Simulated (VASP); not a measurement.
# CuI (P-3m1) in VASP: single point with LDA

Aim: the single point of CuI with LDA.

All numbers are computed with VASP 6.6.1; they aren't measurements. Logs are shortened: lines on timing, memory, paths and dates and some standing lists are left out, and cuts for length are marked.

### Step 1. The cell of the first run

The structure is trigonal, space group P-3m1 (No. 164). The conventional cell has a = 4.129 Å, b = 4.129 Å, c = 7.478 Å, α = 90.00°, β = 90.00°, γ = 120.00°. Cu (site symmetry 3m) has 4 I at 2.58 to 2.68 Å and 3 Cu at 2.74 Å within 3.4 Å. I (site symmetry 3m) has 4 Cu at 2.58 to 2.68 Å within 3.4 Å.

### Step 2. Single point, LDA

File INCAR:

```
SYSTEM = CuI
ALGO = Normal ; EDIFF = 1E-6
ENCUT = 520 ; GGA = CA
ISIF = 2 ; ISMEAR = 0
LASPH = .True. ; LCHARG = .False.
LREAL = .False. ; LWAVE = .False.
NBANDS = 26 ; NELM = 80
PREC = Accurate ; SIGMA = 0.01
```

File KPOINTS:

```
k-points
0
Gamma
  6 6 4
  0 0 0
```

File POSCAR:

```
CuI
1.0
    4.1286179400      0.0000000000      0.0000000000
   -2.0643089700      3.5754880100      0.0000000000
    0.0000000000      0.0000000000      7.4781060400
Cu I
2 2
Direct
    0.6666666706      0.3333333315      0.5899524407
    0.3333333308      0.6666666713      0.4100475607
    0.3333333308      0.6666666713      0.7547482504
    0.6666666706      0.3333333315      0.2452517496
```

Potentials or basis: VASP PAW LDA potentials, release 64 (Cu, I).

Launch:

```bash
$ cat potpaw_LDA.64/Cu/POTCAR potpaw_LDA.64/I/POTCAR > POTCAR
$ mpirun -np 1 vasp_std > vasp.out
```

OUTCAR:

```text
SYSTEM = CuI
   EDIFF = 1E-6
   ENCUT = 520
   GGA = CA
   ISIF = 2
   ISMEAR = 0
   LASPH = .True.
   LREAL = .False.
   NELM = 80
   PREC = Accurate

 ion  position               nearest neighbor table
   1  0.667  0.333  0.590-   4 2.58   3 2.68   3 2.68   3 2.68   2 2.74   2 2.74   2 2.74
   2  0.333  0.667  0.410-   3 2.58   4 2.68   4 2.68   4 2.68   1 2.74   1 2.74   1 2.74
   3  0.333  0.667  0.755-   2 2.58   1 2.68   1 2.68   1 2.68
   4  0.667  0.333  0.245-   1 2.58   2 2.68   2 2.68   2 2.68

  LATTYP: Found a hexagonal cell.
 ALAT       =     4.1286179400
 C/A-ratio  =     1.8112855558

  Lattice vectors:

 A1 = (   4.1286179400,   0.0000000000,   0.0000000000)
 A2 = (  -2.0643089700,   3.5754880100,   0.0000000000)
 A3 = (   0.0000000000,   0.0000000000,   7.4781060400)

Analysis of symmetry for initial positions (statically):
=====================================================================
 Subroutine PRICEL returns:
 Original cell was already a primitive cell.

 Routine SETGRP: Setting up the symmetry group for a
 hexagonal supercell.

 Subroutine GETGRP returns: Found 12 space group operations
 (whereof 12 operations were pure point group operations)
 out of a pool of 24 trial point group operations.

The static configuration has the point symmetry D_3d.

Analysis of symmetry for dynamics (positions and initial velocities):
=====================================================================
 Subroutine PRICEL returns:
 Original cell was already a primitive cell.

 Routine SETGRP: Setting up the symmetry group for a
 hexagonal supercell.

 Subroutine GETGRP returns: Found 12 space group operations
 (whereof 12 operations were pure point group operations)
 out of a pool of 24 trial point group operations.

The dynamic configuration has the point symmetry D_3d.

 Subroutine INISYM returns: Found 12 space group operations
 (whereof 12 operations are pure point group operations),
 and found     1 'primitive' translations

----------------------------------------------------------------------------------------

                                     Primitive cell

  volume of cell :     110.3905
[... 86 lines left out ...]
   ISPIN  =      1    spin polarized calculation?
   LNONCOLLINEAR =      F non collinear calculations
   LSORBIT =      F    spin-orbit coupling
   LASPH  =      T    aspherical Exc in radial PAW
   ENCUT  =  520.0 eV  38.22 Ry    6.18 a.u.   7.68  7.68 13.90*2*pi/ulx,y,z
   NELM   =     80;   NELMIN=  2; NELMDL= -5     # of ELM steps
   EDIFF  = 0.1E-05   stopping-criterion for ELM
   LREAL  =      F    real-space projection
   EDIFFG = 0.1E-04   stopping-criterion for IOM
   NSW    =      0    number of steps for IOM
   IBRION =     -1    ionic relax: 0-MD 1-quasi-New 2-CG
   NFREE  =      0    steps in history (QN), initial steepest desc. (CG)
   ISIF   =      2    stress and relaxation
   ISYM   =      2    0-nonsym 1-usesym 2-fastsym
   POTIM  = 0.5000    time-step for ionic-motion
   TEBEG  =    0.0;   TEEND  =   0.0 temperature during run
   PSTRESS=    0.0 pullay stress
   NELECT =      36.0000    total number of electrons
   NUPDOWN=      -1.0000    fix difference up-down
   EMIN   =  10.00;   EMAX   =-10.00  energy-range for DOS
   EFERMI =   0.00;   METHOD = LEGACY
   ISMEAR =     0;   SIGMA  =   0.01  broadening in eV -4-tet -1-fermi 0-gaus
   EFERMI_NEDOS =   21; number of points for ismear=-14 and -15
   IALGO  =     38    algorithm
   IMIX   =      4    mixing-type and parameters
     AMIX     =   0.40;   BMIX     =  1.00
     AMIX_MAG =   1.60;   BMIX_MAG =  1.00
  volume/ion in A,a.u.               =      27.60       186.24
  Fermi-wavevector in a.u.,A,eV,Ry     =   1.126847  2.129433 17.276475  1.269785
  Thomas-Fermi vector in A             =   2.263531
   LORBIT       =      0    0 simple, 1 ext, 2 COOP (PROOUT), +10 PAW based schemes
   GGA     = CA    functional components
   LHFCALC =     F    Hartree Fock is set to
   AEXX    =    0.0000 exact exchange contribution
   IVDW    =     0    specifies the selected vdW correction
   LEPSILON=     F    determine dielectric tensor
   LRPA    =     F    only Hartree local field effects (RPA)
 non-spin polarized calculation
 Gauss-broadening in eV      SIGMA  =   0.01
  energy-cutoff  :      520.00
  volume of cell :      110.39
 maximum number of plane-waves:      2998
 NGX is ok and might be reduce to    32
   NGX = 15   NGY = 15   NGZ = 27

 number of electron      36.0000025 magnetization

 Free energy of the ion-electron system (eV)
  ---------------------------------------------------
  ext. energy  EPLUGINS =         0.00000000
  ---------------------------------------------------
  free energy    TOTEN  =       -13.88922080 eV

  energy without entropy =      -13.88922080  energy(sigma->0) =      -13.88922080

 E-fermi :   4.0499     XC(G=0):  -9.3029

 val. band max:        3.9607311401   @ k =   0.0000   0.0000   0.0000
 cond. band min:       5.4684640685   @ k =   0.0000   0.0000   0.0000
 fundamental gap:      1.5077329284
 Fermi energy:         4.0498561974

 k-point     1 :       0.0000    0.0000    0.0000
  band No.  band energies     occupation
      1      -9.7568      2.00000
      2      -9.2628      2.00000
      3      -1.6682      2.00000
      4       0.1891      2.00000
      5       0.6087      2.00000
      6       0.6087      2.00000
[... 685 lines left out ...]
     25      12.1864      0.00000
     26      12.2601      0.00000

------------------------ aborting loop because EDIFF is reached ----------------------------------------

  FORCE on cell =-STRESS in cart. coord.  units (eV):
  Direction    XX          YY          ZZ          XY          YZ          ZX
  --------------------------------------------------------------------------------------
  -------------------------------------------------------------------------------------
  Total       -2.3197197     -2.3197197     -2.5214384     -0.0000000     -0.0000000     -0.0000000
  in kB      -33.6677775    -33.6677774    -36.5954674     -0.0000000     -0.0000000     -0.0000000
  external PRESSURE =     -34.6436741 kB  Pullay stress =       0.0000000 kB

 VOLUME and BASIS-vectors are now :
 -----------------------------------------------------------------------------
  energy-cutoff  :      520.00
  volume of cell :      110.39
      direct lattice vectors                 reciprocal lattice vectors
     4.128617940  0.000000000  0.000000000     0.242211804  0.139841051  0.000000000
    -2.064308970  3.575488010  0.000000000     0.000000000  0.279682101  0.000000000
     0.000000000  0.000000000  7.478106040     0.000000000  0.000000000  0.133723699

 POSITION                                       TOTAL-FORCE (eV/Angst)
 -----------------------------------------------------------------------------------
      2.06431      1.19183      4.41173        -0.000000      0.000000     -0.030045
     -0.00000      2.38366      3.06638         0.000000      0.000000      0.030045
     -0.00000      2.38366      5.64409        -0.000000     -0.000000     -0.461471
      2.06431      1.19183      1.83402         0.000000      0.000000      0.461471
 -----------------------------------------------------------------------------------
    total drift:                               -0.000000     -0.000007     -0.000003

  FREE ENERGIE OF THE ION-ELECTRON SYSTEM (eV)
  ---------------------------------------------------
  free  energy   TOTEN  =       -13.8892207983 eV

  energy  without entropy=      -13.8892207983  energy(sigma->0) =      -13.88922080
```

OSZICAR:

```text
N       E                     dE             d eps       ncg     rms          rms(c)
DAV:   1     0.277600466971E+03    0.27760E+03   -0.15023E+04  1248   0.152E+03
DAV:   2     0.147705955972E+02   -0.26283E+03   -0.25014E+03  1252   0.316E+02
DAV:   3    -0.130648591163E+02   -0.27835E+02   -0.27095E+02  1676   0.125E+02
DAV:   4    -0.145711589069E+02   -0.15063E+01   -0.15012E+01  1670   0.263E+01
DAV:   5    -0.146272538280E+02   -0.56095E-01   -0.56086E-01  1974   0.487E+00    0.974E+00
DAV:   6    -0.143632823223E+02    0.26397E+00   -0.10102E+01  1402   0.730E+01    0.628E+00
DAV:   7    -0.138931592480E+02    0.47012E+00   -0.26121E+00  1534   0.483E+01    0.310E+00
DAV:   8    -0.139065847942E+02   -0.13426E-01   -0.25632E-01  1934   0.647E+00    0.941E-01
DAV:   9    -0.138892313671E+02    0.17353E-01   -0.69143E-02  1734   0.671E+00    0.483E-01
DAV:  10    -0.138899438519E+02   -0.71248E-03   -0.48561E-03  1918   0.955E-01    0.325E-01
DAV:  11    -0.138891849645E+02    0.75889E-03   -0.25441E-03  1566   0.138E+00    0.992E-02
DAV:  12    -0.138892193888E+02   -0.34424E-04   -0.54177E-04  1836   0.133E-01    0.337E-02
DAV:  13    -0.138892206940E+02   -0.13052E-05   -0.13834E-05  1480   0.280E-02    0.390E-02
DAV:  14    -0.138892207983E+02   -0.10428E-06   -0.99439E-07  1124   0.259E-02
   1 F= -.13889221E+02 E0= -.13889221E+02  d E =-.249382E-38
```

Run time: 63 s. Hardware: 1 thread of Intel Xeon 8259CL, shared host; peak memory 0.22 GiB.

What came out:

```yaml
Free_energy: -13.8892 eV
Pressure: -3.5 GPa
Largest_force: 0.461 eV/Å
Band_gap_on_the_k_mesh: 1.51 eV, direct
```

Forces in eV/Å, atoms in the order of the input:
```
Cu   0.000  0.000 -0.030
Cu   0.000  0.000  0.030
I    0.000  0.000 -0.461
I    0.000  0.000  0.461
```

Stress tensor (GPa, compression positive):
```
-3.37  0.00  0.00
 0.00 -3.37  0.00
 0.00  0.00 -3.66
```

Caveat: spin-orbit coupling is left out, which moves the levels of the heavy elements.
